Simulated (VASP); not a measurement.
# SiB2 (P6_3/mmc) in VASP: a series of runs, part 2 of 2

VASP 6.6.1. The steps go on from the part before.

### Step 4. Relaxation of cell and atoms, PBE

This run uses another cell than the first one, of 10.53 Å³/atom.

INCAR

```
ALGO = Normal
EDIFF = 1E-6
EDIFFG = -0.04
ENCUT = 600
GGA = PE
IBRION = 2
ISIF = 3
ISMEAR = 0
LASPH = True
LCHARG = False
LREAL = False
LWAVE = False
NELM = 80
NSW = 90
PREC = Accurate
SIGMA = 0.1
```

KPOINTS

```
k-points
0
Gamma
  6 6 2
```

POSCAR

```
SiB2
1.0
    3.1192306100      0.0000000000      0.0000000000
   -1.5596153100      2.7013329500      0.0000000000
    0.0000000000      0.0000000000      7.4995269700
Si B
2 4
Direct
    0.0000000000      0.0000000000      0.0000000000
    0.0000000000      0.0000000000      0.5000000000
    0.3333333300      0.6666666700      0.2500000000
    0.6666666700      0.3333333300      0.7500000000
    0.0000000000      0.0000000000      0.2500000000
    0.0000000000      0.0000000000      0.7500000000
```

Potentials or basis: VASP PAW PBE potentials, release 64 (Si, B).

The run is started by

```bash
> cat potpaw_PBE.64/Si/POTCAR potpaw_PBE.64/B/POTCAR > POTCAR
> mpirun -np 1 vasp_std > vasp.out
```

OUTCAR:

```text
EDIFF = 1E-6
   EDIFFG = -0.04
   ENCUT = 600
   GGA = PE
   IBRION = 2
   ISIF = 3
   ISMEAR = 0
   LASPH = True
   LREAL = False
   NELM = 80
   NSW = 90
   PREC = Accurate

 ion  position               nearest neighbor table
   1  0.000  0.000  0.000-   5 1.87   6 1.87   3 2.60   4 2.60   4 2.60   3 2.60   4 2.60   3 2.60

   2  0.000  0.000  0.500-   5 1.87   6 1.87   3 2.60   4 2.60   4 2.60   3 2.60   4 2.60   3 2.60

   3  0.333  0.667  0.250-   5 1.80   5 1.80   5 1.80   1 2.60   2 2.60   2 2.60   1 2.60   2 2.60
                             1 2.60
   4  0.667  0.333  0.750-   6 1.80   6 1.80   6 1.80   1 2.60   2 2.60   2 2.60   1 2.60   2 2.60
                             1 2.60
   5  0.000  0.000  0.250-   3 1.80   3 1.80   3 1.80   1 1.87   2 1.87
   6  0.000  0.000  0.750-   4 1.80   4 1.80   4 1.80   1 1.87   2 1.87

  LATTYP: Found a hexagonal cell.
 ALAT       =     3.1192306100
 C/A-ratio  =     2.4042874374

  Lattice vectors:

 A1 = (   3.1192306100,   0.0000000000,   0.0000000000)
 A2 = (  -1.5596153100,   2.7013329500,   0.0000000000)
 A3 = (   0.0000000000,   0.0000000000,   7.4995269700)

Analysis of symmetry for initial positions (statically):
=====================================================================
 Subroutine PRICEL returns:
 Original cell was already a primitive cell.
[... 167 lines left out ...]
  ext. energy  EPLUGINS =         0.00000000
  ---------------------------------------------------
  free energy    TOTEN  =       -34.19183151 eV

  energy without entropy =      -34.18031879  energy(sigma->0) =      -34.18607515

------------------------ aborting loop because EDIFF is reached ----------------------------------------

  FORCE on cell =-STRESS in cart. coord.  units (eV):
  Direction    XX          YY          ZZ          XY          YZ          ZX
  --------------------------------------------------------------------------------------
  -------------------------------------------------------------------------------------
  Total       -5.6220854     -5.6220854      9.2275143      0.0000000      0.0000000      0.0000000
  in kB     -142.5438715   -142.5438716    233.9568895      0.0000003      0.0000000      0.0000000
  external PRESSURE =     -17.0436179 kB  Pullay stress =       0.0000000 kB
[... 187 lines left out ...]
--------------------------------------- Ionic step        6  -------------------------------------------

 number of electron      20.0000000 magnetization

 Free energy of the ion-electron system (eV)
  ---------------------------------------------------
  ext. energy  EPLUGINS =         0.00000000
  ---------------------------------------------------
  free energy    TOTEN  =       -34.76265221 eV

  energy without entropy =      -34.75318574  energy(sigma->0) =      -34.75791898

 E-fermi :   6.9029     XC(G=0): -11.1993

 val. band max:        6.8788041195   @ k =   0.1667   0.1667   0.0000
 cond. band min:       7.4927234118   @ k =   0.0000   0.0000   0.0000
 fundamental gap:      0.6139192924
 Fermi energy:         6.9028716406

 k-point     1 :       0.0000    0.0000    0.0000
  band No.  band energies     occupation
      1      -6.9165      2.00000
      2      -5.2049      2.00000
      3      -4.4993      2.00000
      4       0.4385      2.00000
      5       2.0274      2.00000
      6       7.4927      0.00000
      7       7.4927      0.00000
      8       7.7016      0.00000
      9       7.7016      0.00000
     10       9.1751      0.00000
     11      12.2093      0.00000
     12      14.2268      0.00000
     13      14.2613      0.00000
     14      14.2742      0.00000
[... 252 lines left out ...]
  FREE ENERGIE OF THE ION-ELECTRON SYSTEM (eV)
  ---------------------------------------------------
  free  energy   TOTEN  =       -34.7626522093 eV

  energy  without entropy=      -34.7531857427  energy(sigma->0) =      -34.75791898

 reached required accuracy - stopping structural energy minimisation
```

OSZICAR:

```text
N       E                     dE             d eps       ncg     rms          rms(c)
DAV:   1     0.447747100946E+02    0.44775E+02   -0.96540E+03   392   0.137E+03
DAV:   2    -0.341182374642E+02   -0.78893E+02   -0.75765E+02   530   0.204E+02
DAV:   3    -0.378457464528E+02   -0.37275E+01   -0.36843E+01   554   0.408E+01
DAV:   4    -0.378794276535E+02   -0.33681E-01   -0.33670E-01   478   0.439E+00
[... 45 lines left out ...]
       N       E                     dE             d eps       ncg     rms          rms(c)
DAV:   1    -0.347629789607E+02   -0.16920E-02   -0.20666E-02   446   0.134E+00    0.112E-01
DAV:   2    -0.347627739634E+02    0.20500E-03   -0.28883E-04   482   0.124E-01    0.683E-02
DAV:   3    -0.347626528758E+02    0.12109E-03   -0.16368E-04   434   0.794E-02    0.143E-02
DAV:   4    -0.347626522093E+02    0.66653E-06   -0.35353E-06   452   0.140E-02
   6 F= -.34762652E+02 E0= -.34757919E+02  d E =-.798116E-02
```

It took 30 s on 1 thread of Intel Xeon 6975P-C (Granite Rapids), shared host; peak memory 0.2 GiB.

What came out:

```yaml
Free_energy: -34.7627 eV
Relaxed_volume: 10.15 Å³/atom
Relaxed_cell: a = 2.964 Å, b = 2.964 Å, c = 8.002 Å, α = 90.00°, β = 90.00°, γ = 120.00°
Space_group_after_relaxing_to_0.1_Å: P6_3/mmc (No. 194)
Energy_gained_by_relaxing: 95.1 meV/atom
Ionic_steps: 6
Pressure_after_relaxing: 0.0 GPa
Band_gap_on_the_k_mesh: zero (bands 10 and 11 overlap by 3.01 eV)
```

Stress tensor (GPa, compression positive):
```
 0.24  0.00  0.00
 0.00  0.24  0.00
 0.00  0.00 -0.49
```

The path:
```
step  energy change (eV)  largest force (eV/Å)  pressure (GPa)  volume (Å³)
   1              0.0000                0.0000           -1.70        63.19
   2             -0.5624                0.0000           -2.43        61.88
   3             -0.5625                0.0000           -2.52        61.95
   4             -0.5628                0.0000           -2.48        61.92
   5             -0.5695                0.0000            1.05        60.48
   6             -0.5708                0.0000           -0.01        60.89
```

Final structure:
```yaml
crystal:
  lattice:
    - [2.96427, 0.00000, 0.00000]
    - [-1.48214, 2.56714, 0.00000]
    - [0.00000, 0.00000, 8.00193]
  atoms:
    - { symbol: Si, position: [0.00000, 0.00000, 0.00000] }
    - { symbol: Si, position: [0.00000, 0.00000, 0.50000] }
    - { symbol: B, position: [0.33333, 0.66667, 0.25000] }
    - { symbol: B, position: [0.66667, 0.33333, 0.75000] }
    - { symbol: B, position: [0.00000, 0.00000, 0.25000] }
    - { symbol: B, position: [0.00000, 0.00000, 0.75000] }
```

Levels at points of the mesh, in eV from the Fermi level:
```tsv
k point	band 6	band 7	band 8	band 9	band 10	band 11	band 12	band 13	band 14
(0.00, 0.00, 0.00)	0.59	0.59	0.80	0.80	2.27	5.31	7.32	7.36	7.37
(0.50, 0.00, 0.00)	-4.91	-3.09	-2.13	-1.71	-0.55	-0.37	0.71	4.06	4.36
(0.00, 0.00, 0.50)	-1.32	0.69	0.69	0.69	0.69	7.12	7.12	7.12	7.12
(0.50, 0.00, 0.50)	-5.43	-3.09	-3.09	-1.94	-1.94	2.28	2.28	3.92	3.92
```

Caveat: the k points lie up to 0.41 Å⁻¹ apart in the final cell, too coarse for converged energies and pressures of a metal.

### Step 5. Overview

```csv
task,cell,cutoff (eV),gap on the mesh (eV),pressure (GPa)
single point,"a = 2.966, b = 2.966, c = 7.994 Å, angles 90.0, 90.0, 120.0°, 6 atoms",520,none,0.0
single point,"a = 3.119, b = 3.119, c = 7.500 Å, angles 90.0, 90.0, 120.0°, 6 atoms",520,none,-1.7
relaxation of cell and atoms,"relaxed from a = 3.119, b = 3.119, c = 7.500 Å, angles 90.0, 90.0, 120.0°, 6 atoms",600,none,0.0
```

Alike in all rows: level PBE; potentials or basis VASP PAW PBE potentials, release 64 (Si, B); no spin polarisation; k mesh 6 × 6 × 2; smearing gaussian 0.1 eV.

Caveats: all runs use coarse meshes.

Total energies depend on the potentials used, so only differences within one code and one set of settings carry meaning.

The gap in the log of VASP goes by the Fermi energy; the results here count the filled bands.